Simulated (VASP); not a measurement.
Here is a VASP 6.6.1 calculation.

The input INCAR:

```
SYSTEM = Zn2C3
PREC = Accurate
ENCUT = 520
EDIFF = 1E-6
ISMEAR = 0
SIGMA = 0.1
LREAL = .False.
LASPH = .True.
NELM = 100
ALGO = Normal
ISIF = 2
LWAVE = .False.
LCHARG = .False.
GGA = PE
NBANDS = 26
```

KPOINTS

```
regular mesh
0
Gamma
  6 6 4
  0 0 0
```

The input POSCAR:

```
Zn2C3
1.0
    3.3294046195      0.0000000000      0.0000000000
   -1.6647023097      2.8833489800      0.0000000000
    0.0000000000      0.0000000000      5.1800127709
Zn C
2 3
Direct
    0.3333333333      0.6666666667      0.2450000000
    0.6666666667      0.3333333333      0.7550000000
    0.0000000000      0.0000000000      0.0000000000
    0.3333333333      0.6666666667      0.6450000000
    0.6666666667      0.3333333333      0.3550000000
```

Potentials or basis: VASP PAW PBE potentials, release 64 (Zn, C).

The run is started by

```sh
$ cat potpaw_PBE.64/Zn/POTCAR potpaw_PBE.64/C/POTCAR > POTCAR
$ mpirun -np 1 vasp_std > vasp.out
```

Problem. Predict the band gap on the k mesh.

Solution. Zero (band 18 reaches 5.09 eV, above the bottom of band 19 at 1.93 eV).

Problem. Estimate the pressure.

Solution. 13.3 GPa.

Stress tensor (GPa, compression positive):
```
13.17  0.00  0.00
 0.00 13.17  0.00
 0.00  0.00 13.51
```

Caveat: the k points lie up to 0.36 Å⁻¹ apart; forces of over 1 eV/Å act on the atoms, so gaps and moduli don't describe the material at rest.
